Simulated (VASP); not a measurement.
Here is a VASP 6.6.1 calculation.

File INCAR:

```
  PREC = Accurate
  ENCUT = 520
  EDIFF = 1E-6
  ISMEAR = -1
  SIGMA = 0.0272
  LREAL = F
  LASPH = T
  NELM = 60
  ALGO = Normal
  ISIF = 2
  LWAVE = F
  LCHARG = F
  GGA = CA
  NBANDS = 26
```

Contents of KPOINTS:

```
Automatic mesh
0
Gamma
  4 4 4
```

File POSCAR:

```
Si
1.0
    5.4709431802      0.0000000000      0.0000000000
    0.0000000000      5.4709431802      0.0000000000
    0.0000000000      0.0000000000      5.4709431802
Si
8
Direct
    0.8750000000      0.3750000000      0.3750000000
    0.3750000000      0.8750000000      0.3750000000
    0.3750000000      0.3750000000      0.8750000000
    0.8750000000      0.8750000000      0.8750000000
    0.1250000000      0.1250000000      0.1250000000
    0.6250000000      0.6250000000      0.1250000000
    0.6250000000      0.1250000000      0.6250000000
    0.1250000000      0.6250000000      0.6250000000
```

Potentials or basis: VASP PAW LDA potentials, release 64 (Si).

The run is started by

```sh
$ cat potpaw_LDA.64/Si/POTCAR > POTCAR
$ mpirun -np 1 vasp_std > vasp.out
```

(1) Predict the band gap on the k mesh.

(2) Predict the pressure.

Answers

(1) 0.55 eV.

(2) -3.3 GPa.
